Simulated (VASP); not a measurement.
Wanted: the native input for a VASP 6.6.1 run.

```
Task                   : single point
Functional             : r2SCAN
Potentials or basis    : VASP PAW PBE potentials, release 64 (In_d)
Cutoff                 : 520 eV
k mesh                 : 11 × 11 × 11
Occupations            : fermi-dirac, width 0.05 eV
Spin                   : no spin polarisation
Dipole correction      : no
Further INCAR settings : ALGO = Normal; EDIFF = 1e-06; NBANDS = 12
```

The system is In.

```
In
1.0
    -1.63624    1.63624    2.49008
     1.63624   -1.63624    2.49008
     1.63624    1.63624   -2.49008
In
1
Direct
  0.00000 0.00000 0.00000
```

The input as run:

POSCAR

```
In
1.0
   -1.6362350157      1.6362350157      2.4900825966
    1.6362350157     -1.6362350157      2.4900825966
    1.6362350157      1.6362350157     -2.4900825966
In
1
Direct
    0.0000000000      0.0000000000      0.0000000000
```

INCAR.step1

```
SYSTEM = In
  PREC = Accurate
  ENCUT = 520
  ISMEAR = -1
  SIGMA = 0.05
  LREAL = .FALSE.
  LASPH = .TRUE.
  NELM = 80
  NBANDS = 12
  GGA = PE
  ALGO = Normal
  EDIFF = 1E-4
  LWAVE = .TRUE.
  LCHARG = .FALSE.
```

INCAR.step2

```
SYSTEM = In
  PREC = Accurate
  ENCUT = 520
  EDIFF = 1E-6
  ISMEAR = -1
  SIGMA = 0.05
  LREAL = .FALSE.
  LASPH = .TRUE.
  NELM = 80
  ALGO = Normal
  ISIF = 2
  LWAVE = .FALSE.
  LCHARG = .FALSE.
  METAGGA = R2SCAN
  LMIXTAU = .TRUE.
  NBANDS = 12
  ISTART = 1
```

KPOINTS

```
Automatic mesh
0
G
  11 11 11
  0 0 0
```

Potentials or basis: VASP PAW PBE potentials, release 64 (In_d).

Run with:

```console
$ cat potpaw_PBE.64/In_d/POTCAR > POTCAR
$ cp INCAR.step1 INCAR
$ mpirun -np 1 vasp_std > vasp.out
$ cp INCAR.step2 INCAR
$ mpirun -np 1 vasp_std > vasp.out
```

Results of the run:

```yaml
Pressure: -0.6 GPa
```

Caveat: the PAW data sets were made with another functional, which shifts forces and pressure a little.

It took 2.6 min on 1 thread of Intel(R) Xeon(R) Platinum 8259CL CPU @ 2.50GHz (Skylake/Cascade Lake) (shared host), peak memory 0.19 GiB.
